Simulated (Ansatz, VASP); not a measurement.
# Sr: VASP beside Ansatz

File INCAR:

```
  PREC = Accurate
  ENCUT = 520
  EDIFF = 1E-6
  ISMEAR = 0
  SIGMA = 0.15
  LREAL = False
  LASPH = True
  NELM = 80
  ALGO = Fast
  ISIF = 2
  LWAVE = False
  LCHARG = False
  GGA = PS
  NBANDS = 11
```

Contents of KPOINTS:

```
regular mesh
0
Gamma
  14 14 14
```

The input POSCAR:

```
Sr
1.0
   -2.4250000000      2.3340625000      2.4250000000
    2.4250000000     -2.3340625000      2.4250000000
    2.4250000000      2.3340625000     -2.4250000000
Sr
1
Direct
    0.0000000000      0.0000000000      0.0000000000
```

Input for Ansatz:

```yaml
crystal:
  lattice:
    - [-2.425, 2.3340625, 2.425]
    - [2.425, -2.3340625, 2.425]
    - [2.425, 2.3340625, -2.425]
  atoms:
    - { symbol: Sr, position: [0.0, 0.0, 0.0] }
basis:
  ecutwfc: 420
kpoints:
  mp_grid: { grid: [14, 14, 14] }
hamiltonian:
  xc: pbesol
scf:
  occupations: { method: gaussian, width: 0.15 }
output:
  forces: true
  stress: true
  eigenvalues: true
```

Change from the starting cell: strain -0.0375 x Voigt [0, 1, 0, 0, 0, 0], atoms carried along.

Alike in both runs: task single point; functional PBEsol; k mesh 14 × 14 × 14; occupations gaussian, width 0.15 eV; no spin polarisation.

```csv
,VASP,Ansatz
version,VASP 6.6.1,Ansatz 0.2.0
potentials or method,"VASP PAW PBE potentials, release 64 (Sr_sv), cutoff 520 eV","scalar-relativistic, plane waves, PAW"
valence electrons in the cell,10,10
```

```csv
,VASP,Ansatz,Ansatz less VASP
gap on the k mesh at the Fermi level (eV),none,none,-
pressure (GPa),-0.8,-0.8,0.00
"traceless stress, the component that is largest in VASP (GPa)",0.07,0.07,-0.003
```

VASP's potentials were made for PBE, not for PBEsol. A gap of «none» marks a metal or a gap that the smearing closes.
